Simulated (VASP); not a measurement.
A run of VASP 6.6.1:

File INCAR:

```
SYSTEM = HgTe
PREC = Accurate
ENCUT = 520
EDIFF = 1E-6
ISMEAR = 0
SIGMA = 0.15
LREAL = .FALSE.
LASPH = .TRUE.
NELM = 60
ALGO = Normal
ISIF = 2
LWAVE = .FALSE.
LCHARG = .FALSE.
GGA = PS
NBANDS = 16
```

The input KPOINTS:

```
Automatic mesh
0
G
  14 14 14
  0 0 0
```

Contents of POSCAR:

```
HgTe
1.0
    0.0000000000      3.1267950000      3.1267950000
    3.1267950000      0.0000000000      3.1267950000
    3.1267950000      3.1267950000      0.0000000000
Hg Te
1 1
Direct
    0.0000000000      0.0000000000      0.0000000000
    0.7500000000      0.7500000000      0.7500000000
```

Potentials or basis: VASP PAW PBE potentials, release 64 (Hg, Te).

Command:

```console
$ cat potpaw_PBE.64/Hg/POTCAR potpaw_PBE.64/Te/POTCAR > POTCAR
$ mpirun -np 1 vasp_std > vasp.out
```

Hardware: 1 thread of Intel Xeon 8259CL, with other jobs on the host.

**Question.** How long does it take, and how much memory?

**Answer.** Run time: 110 s on 1 thread of Intel Xeon 8259CL, on a shared host, peak memory 0.28 GiB. Counts: scf iterations 13, k points 104.
